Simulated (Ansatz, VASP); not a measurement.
**Ca: VASP beside Ansatz**

INCAR

```
SYSTEM = Ca
  PREC = Accurate
  ENCUT = 520
  EDIFF = 1E-8
  ISMEAR = -1
  SIGMA = 0.05
  LREAL = .False.
  LASPH = .True.
  NELM = 80
  ALGO = Normal
  ISIF = 2
  LWAVE = .False.
  LCHARG = .False.
  GGA = PE
  LEFG = .True.
  NBANDS = 11
```

File KPOINTS:

```
Automatic mesh
0
Gamma
  10 10 10
  0 0 0
```

Contents of POSCAR:

```
Ca
1.0
   -2.2839327222      2.2839327222      2.2839327222
    2.2839327222     -2.2839327222      2.2839327222
    2.2839327222      2.2839327222     -2.2839327222
Ca
1
Direct
    0.0000000000      0.0000000000      0.0000000000
```

Input for Ansatz:

```yaml
crystal:
  lattice:
    - [-2.2839327222, 2.2839327222, 2.2839327222]
    - [2.2839327222, -2.2839327222, 2.2839327222]
    - [2.2839327222, 2.2839327222, -2.2839327222]
  atoms:
    - { symbol: Ca, position: [0.0, 0.0, 0.0] }
kpoints:
  mp_grid: { grid: [10, 10, 10] }
scf:
  occupations: { method: fermi_dirac, width: 0.05 }
hamiltonian:
  xc: pbe
  pseudopotentials: { kind: paw }
output:
  forces: true
  stress: true
  eigenvalues: true
  efg: { contact_densities: true }
```

Change from the starting cell: volume scaled by 1.06, PAW files.

Alike in both runs: task electric field gradients; functional PBE; k mesh 10 × 10 × 10; occupations fermi-dirac, width 0.05 eV; no spin polarisation.

|  | VASP | Ansatz |
| --- | --- | --- |
| version | VASP 6.6.1 | Ansatz 0.2.0 |
| potentials or method | VASP PAW PBE potentials, release 64 (Ca_sv) | PAW with Ansatz's default frozen-core files, scalar-relativistic |
| plane-wave cutoff (eV) | 520 | 420 |
| valence electrons in the cell | 10 | 10 |

```tsv
	VASP	Ansatz	Ansatz less VASP
pressure (GPa)	-1.7	-1.7	-0.01
```
